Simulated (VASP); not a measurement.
# Cu (P6_3/mmc) in VASP: a series of runs

Runs on Cu. Level: PBEsol. Tasks: single point.

All numbers are computed with VASP 6.6.1; they aren't measurements. Logs are shortened: lines on timing, memory, paths and dates and some standing lists are left out, and cuts for length are marked.

### 1 The cell of the first run

It takes space group P6_3/mmc (No. 194, hexagonal). The conventional cell has a = 2.597 Å, b = 2.597 Å, c = 4.215 Å, α = 90.00°, β = 90.00°, γ = 120.00°. Within 3.4 Å of Cu (site symmetry -6m2) lie 12 Cu at 2.59 to 2.60 Å.

### 2 Single point, PBEsol (strain +0.025 along x and y, +0.025 along z)

File INCAR:

```
PREC = Accurate
ENCUT = 520
EDIFF = 1E-7
ISMEAR = 0
SIGMA = 0.15
LREAL = F
LASPH = T
NELM = 60
ALGO = Fast
ISIF = 2
LWAVE = F
LCHARG = F
GGA = PS
NBANDS = 18
```

File KPOINTS:

```
Automatic mesh
0
Gamma
  24 24 12
```

File POSCAR:

```
Cu
1.0
    2.5974490865      0.0000000000      0.0000000000
   -1.2987245433      2.2494568940      0.0000000000
    0.0000000000      0.0000000000      4.2153852750
Cu
2
Direct
    0.3333333333      0.6666666667      0.2500000000
    0.6666666667      0.3333333333      0.7500000000
```

Potentials or basis: VASP PAW PBE potentials, release 64 (Cu).

Command:

```sh
$ cat potpaw_PBE.64/Cu/POTCAR > POTCAR
$ mpirun -np 1 vasp_std > vasp.out
```

OUTCAR:

```text
PREC = Accurate
   ENCUT = 520
   EDIFF = 1E-7
   ISMEAR = 0
   LREAL = F
   LASPH = T
   NELM = 60
   ISIF = 2
   GGA = PS

 ion  position               nearest neighbor table
   1  0.333  0.667  0.250-   2 2.59   2 2.59   2 2.59   2 2.59   2 2.59   2 2.59
   2  0.667  0.333  0.750-   1 2.59   1 2.59   1 2.59   1 2.59   1 2.59   1 2.59

  LATTYP: Found a hexagonal cell.
 ALAT       =     2.5974490865
 C/A-ratio  =     1.6228942838

  Lattice vectors:

 A1 = (   2.5974490865,   0.0000000000,   0.0000000000)
 A2 = (  -1.2987245433,   2.2494568940,   0.0000000000)
 A3 = (   0.0000000000,   0.0000000000,   4.2153852750)

Analysis of symmetry for initial positions (statically):
=====================================================================
 Subroutine PRICEL returns:
 Original cell was already a primitive cell.

 Routine SETGRP: Setting up the symmetry group for a
 hexagonal supercell.

 Subroutine GETGRP returns: Found 24 space group operations
 (whereof 12 operations were pure point group operations)
 out of a pool of 24 trial point group operations.

The static configuration has the point symmetry D_3d.
 The point group associated with its full space group is D_6h.

Analysis of symmetry for dynamics (positions and initial velocities):
=====================================================================
 Subroutine PRICEL returns:
 Original cell was already a primitive cell.

 Routine SETGRP: Setting up the symmetry group for a
 hexagonal supercell.

 Subroutine GETGRP returns: Found 24 space group operations
 (whereof 12 operations were pure point group operations)
 out of a pool of 24 trial point group operations.

The dynamic configuration has the point symmetry D_3d.
 The point group associated with its full space group is D_6h.

 Subroutine INISYM returns: Found 24 space group operations
 (whereof 12 operations are pure point group operations),
 and found     1 'primitive' translations

----------------------------------------------------------------------------------------

                                     Primitive cell

  volume of cell :      24.6299

  direct lattice vectors                    reciprocal lattice vectors
     2.597449087  0.000000000  0.000000000     0.384993109  0.222275875  0.000000000
[... 83 lines left out ...]
   LASPH  =      T    aspherical Exc in radial PAW
   ENCUT  =  520.0 eV  38.22 Ry    6.18 a.u.   4.83  4.83  7.84*2*pi/ulx,y,z
   NELM   =     60;   NELMIN=  2; NELMDL= -5     # of ELM steps
   EDIFF  = 0.1E-06   stopping-criterion for ELM
   LREAL  =      F    real-space projection
   EDIFFG = 0.1E-05   stopping-criterion for IOM
   NSW    =      0    number of steps for IOM
   IBRION =     -1    ionic relax: 0-MD 1-quasi-New 2-CG
   NFREE  =      0    steps in history (QN), initial steepest desc. (CG)
   ISIF   =      2    stress and relaxation
   ISYM   =      2    0-nonsym 1-usesym 2-fastsym
   POTIM  = 0.5000    time-step for ionic-motion
   TEBEG  =    0.0;   TEEND  =   0.0 temperature during run
   PSTRESS=    0.0 pullay stress
   NELECT =      22.0000    total number of electrons
   NUPDOWN=      -1.0000    fix difference up-down
   EMIN   =  10.00;   EMAX   =-10.00  energy-range for DOS
   EFERMI =   0.00;   METHOD = LEGACY
   ISMEAR =     0;   SIGMA  =   0.15  broadening in eV -4-tet -1-fermi 0-gaus
   EFERMI_NEDOS =   21; number of points for ismear=-14 and -15
   IALGO  =     68    algorithm
   IMIX   =      4    mixing-type and parameters
     AMIX     =   0.40;   BMIX     =  1.00
     AMIX_MAG =   1.60;   BMIX_MAG =  1.00
  volume/ion in A,a.u.               =      12.31        83.11
  Fermi-wavevector in a.u.,A,eV,Ry     =   1.576625  2.979389 33.820631  2.485746
  Thomas-Fermi vector in A             =   2.677430
   LORBIT       =      0    0 simple, 1 ext, 2 COOP (PROOUT), +10 PAW based schemes
   GGA     = PS    functional components
   LHFCALC =     F    Hartree Fock is set to
   AEXX    =    0.0000 exact exchange contribution
   IVDW    =     0    specifies the selected vdW correction
   LEPSILON=     F    determine dielectric tensor
   LRPA    =     F    only Hartree local field effects (RPA)
 non-spin polarized calculation
 RMM-DIIS sequential band-by-band and
 Gauss-broadening in eV      SIGMA  =   0.15
  energy-cutoff  :      520.00
  volume of cell :       24.63
 maximum number of plane-waves:       687
 NGX is ok and might be reduce to    20
   NGX =  9   NGY =  9   NGZ = 15

 number of electron      22.0000028 magnetization

 Free energy of the ion-electron system (eV)
  ---------------------------------------------------
  ext. energy  EPLUGINS =         0.00000000
  ---------------------------------------------------
  free energy    TOTEN  =        -8.53641770 eV

  energy without entropy =       -8.52970515  energy(sigma->0) =       -8.53306143

 E-fermi :   6.8728     XC(G=0): -12.6648

 val. band max:        6.8656077436   @ k =   0.2083   0.0417   0.2500
 cond. band min:       6.8772334843   @ k =   0.5000   0.0000   0.0000
 fundamental gap:      0.0116257407
 Fermi energy:         6.8728225173

 k-point     1 :       0.0000    0.0000    0.0000
  band No.  band energies     occupation
      1      -2.1789      2.00000
      2       2.0458      2.00000
      3       4.0137      2.00000
      4       4.0518      2.00000
      5       4.0518      2.00000
      6       4.2505      2.00000
[... 481 lines left out ...]
      5       3.9589      2.00000
      6       4.0866      2.00000
[... 10 lines left out ...]
     17      19.0607      0.00000
     18      25.7225      0.00000

 [... further k-points ...]

------------------------ aborting loop because EDIFF is reached ----------------------------------------

  FORCE on cell =-STRESS in cart. coord.  units (eV):
  Direction    XX          YY          ZZ          XY          YZ          ZX
  --------------------------------------------------------------------------------------
  -------------------------------------------------------------------------------------
  Total       -1.7133175     -1.7133175     -1.4770463      0.0000000      0.0000000      0.0000000
  in kB     -111.4516342   -111.4516342    -96.0821482      0.0000000      0.0000000      0.0000000
  external PRESSURE =    -106.3284722 kB  Pullay stress =       0.0000000 kB

 VOLUME and BASIS-vectors are now :
 -----------------------------------------------------------------------------
  energy-cutoff  :      520.00
  volume of cell :       24.63
      direct lattice vectors                 reciprocal lattice vectors
     2.597449087  0.000000000  0.000000000     0.384993109  0.222275875  0.000000000
    -1.298724543  2.249456894  0.000000000     0.000000000  0.444551751  0.000000000
     0.000000000  0.000000000  4.215385275     0.000000000  0.000000000  0.237226240

 POSITION                                       TOTAL-FORCE (eV/Angst)
 -----------------------------------------------------------------------------------
     -0.00000      1.49964      1.05385         0.000000     -0.000000     -0.000000
      1.29872      0.74982      3.16154        -0.000000      0.000000      0.000000
 -----------------------------------------------------------------------------------
    total drift:                               -0.000000      0.000000     -0.000000

  FREE ENERGIE OF THE ION-ELECTRON SYSTEM (eV)
  ---------------------------------------------------
  free  energy   TOTEN  =        -8.5364176991 eV

  energy  without entropy=       -8.5297051525  energy(sigma->0) =       -8.53306143
```

stdout:

```text
POSCAR found type information on POSCAR Cu
 POSCAR found :  1 types and       2 ions
 scaLAPACK will be used
 -----------------------------------------------------------------------------
|                                                                             |
|                                                                             |
|     You enforced a specific xc type in the INCAR file but a different       |
|     I HOPE YOU KNOW WHAT YOU ARE DOING!                                     |
|                                                                             |
 -----------------------------------------------------------------------------

 LDA part: xc-table for (Slater+PW92), standard interpolation
 POSCAR, INCAR and KPOINTS ok, starting setup
 FFT: planning ... GRIDC
 FFT: planning ... GRID_SOFT
 FFT: planning ... GRID
 WAVECAR not read
 entering main loop
WARNING in EDDRMM: call to ZHEGV failed, returncode =   6  3     18
WARNING in EDDRMM: call to ZHEGV failed, returncode =   6  3     16
WARNING in EDDRMM: call to ZHEGV failed, returncode =   6  3     15
WARNING in EDDRMM: call to ZHEGV failed, returncode =   6  3     16
WARNING in EDDRMM: call to ZHEGV failed, returncode =   6  3     17
WARNING in EDDRMM: call to ZHEGV failed, returncode =   6  3     18
 num prob  num prob  num prob  num prob  num prob  num prob  num prob  num prob  num prob  num prob  num prob  num prob  num prob  num prob  num prob  num prob WARNING in EDDRMM: call to ZHEGV failed, returncode =   8  4     17
 num prob  num prob  num prob  num prob  num prob  num prob  num prob  num prob  num prob  num prob  num prob  num prob  num prob  num prob  num prob  num prob  num prob  num prob RMM:  15    -0.853641769912E+01    0.48764E-07   -0.46555E-07 12499   0.581E-03
```

Run time: 80 s. Hardware: 1 thread of Intel Xeon 6975P-C (Granite Rapids), shared host; peak memory 0.26 GiB.

What came out:

| Property | Result |
| --- | --- |
| Free energy | -8.5364 eV |
| Pressure | -10.6 GPa |
| Band gap on the k mesh | zero (band 11 reaches 10.79 eV, above the bottom of band 12 at 5.01 eV) |

Stress tensor (GPa, compression positive):
```
-11.15   0.00   0.00
  0.00 -11.15   0.00
  0.00   0.00  -9.61
```

Caveat: the cell differs from its parent crystal (strain +0.025 along x and y, +0.025 along z); the PAW data sets were made with another functional, which shifts forces and pressure a little.

### 3 Single point, PBEsol (strain +0.050 along x and y, +0.000 along z)

File INCAR:

```
ALGO = Fast
EDIFF = 1E-6
ENCUT = 520
GGA = PS
ISIF = 2
ISMEAR = 0
LASPH = T
LCHARG = F
LREAL = F
LWAVE = F
NBANDS = 18
NELM = 60
PREC = Accurate
SIGMA = 0.15
```

File KPOINTS:

```
k-points
0
Gamma
  24 24 12
```

File POSCAR:

```
Cu
1.0
    2.6608015033      0.0000000000      0.0000000000
   -1.3304007516      2.3043216963      0.0000000000
    0.0000000000      0.0000000000      4.1125710000
Cu
2
Direct
    0.3333333333      0.6666666667      0.2500000000
    0.6666666667      0.3333333333      0.7500000000
```

Potentials or basis: VASP PAW PBE potentials, release 64 (Cu).

Command:

```sh
$ cat potpaw_PBE.64/Cu/POTCAR > POTCAR
$ mpirun -np 1 vasp_std > vasp.out
```

It took 70 s on 1 thread of Intel Xeon 6975P-C (Granite Rapids), shared host; peak memory 0.26 GiB.

It converged, with:

```yaml
Free_energy: -8.4708 eV
Pressure: -12.8 GPa
Band_gap_on_the_k_mesh: zero (band 11 reaches 10.24 eV, above the bottom of band 12 at 4.78 eV)
```

Stress tensor (GPa, compression positive):
```
-15.22   0.00   0.00
  0.00 -15.22   0.00
  0.00   0.00  -7.94
```

Levels at points of the mesh, in eV from the Fermi level:
```tsv
k point	band 9	band 10	band 11	band 12	band 13	band 14
(0.00, 0.00, 0.00)	-2.46	-1.64	-1.64	-0.35	4.18	19.57
(0.50, 0.00, 0.00)	-1.53	-1.46	-0.12	1.20	7.67	8.19
(0.00, 0.00, 0.50)	-1.84	-1.84	-1.84	-1.84	13.29	13.29
(0.50, 0.00, 0.50)	-1.58	-1.58	0.48	0.48	4.35	4.35
```

Caveat: the cell differs from its parent crystal (strain +0.050 along x and y, +0.000 along z); the PAW data sets were made with another functional, which shifts forces and pressure a little.
